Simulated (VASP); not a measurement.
Be3CdS4, 16 atoms in the cell. Symmetry: Pmn2_1, No. 31, orthorhombic system. Conventional cell: a = 7.230 Å, b = 6.260 Å, c = 5.900 Å, α = 90.00°, β = 90.00°, γ = 90.00°. Be (site symmetry m) has 4 S at 2.15 to 2.23 Å within 2.8 Å. Within 2.8 Å of Be (site symmetry 1) lie 4 S at 2.15 to 2.23 Å. Within 3.0 Å of Cd (site symmetry m) lie 4 S at 2.23 to 2.39 Å. Within 2.8 Å of S (site symmetry m) lie 3 Be at 2.15 to 2.23 Å and 1 Cd at 2.23 Å. S (site symmetry 1) has 3 Be at 2.15 to 2.23 Å and 1 Cd at 2.23 Å within 2.8 Å. Within 2.9 Å of S (site symmetry m) lie 3 Be at 2.16 Å and 1 Cd at 2.39 Å. 

* Program: VASP 6.6.1
* Task: relaxation of cell and atoms
* Functional: PBE
* Potentials or basis: VASP PAW PBE potentials, release 64 (Be, Cd, S)
* Cutoff: 600 eV
* k mesh: 2 × 2 × 2
* Occupations: gaussian, width 0.15 eV
* Spin: no spin polarisation
* Dipole correction: no
* Further INCAR settings: LREAL = Auto; ALGO = Normal; EDIFF = 1e-07; IBRION = 2; EDIFFG = -0.08; NSW = 36; ISIF = 3

Potentials or basis: VASP PAW PBE potentials, release 64 (Be, Cd, S).

Run with:

```sh
$ cat potpaw_PBE.64/Be/POTCAR potpaw_PBE.64/Cd/POTCAR potpaw_PBE.64/S/POTCAR > POTCAR
$ mpirun -np 1 vasp_std > vasp.out
```

Hardware: 1 thread of Intel(R) Xeon(R) 6975P-C (Granite Rapids) (shared host).

How long does it take, and how much memory?

Run time: 13 min on 1 thread of Intel(R) Xeon(R) 6975P-C (Granite Rapids), on a shared host, peak memory 0.45 GiB. Counts: scf iterations 113, k points 8, ion steps 10.
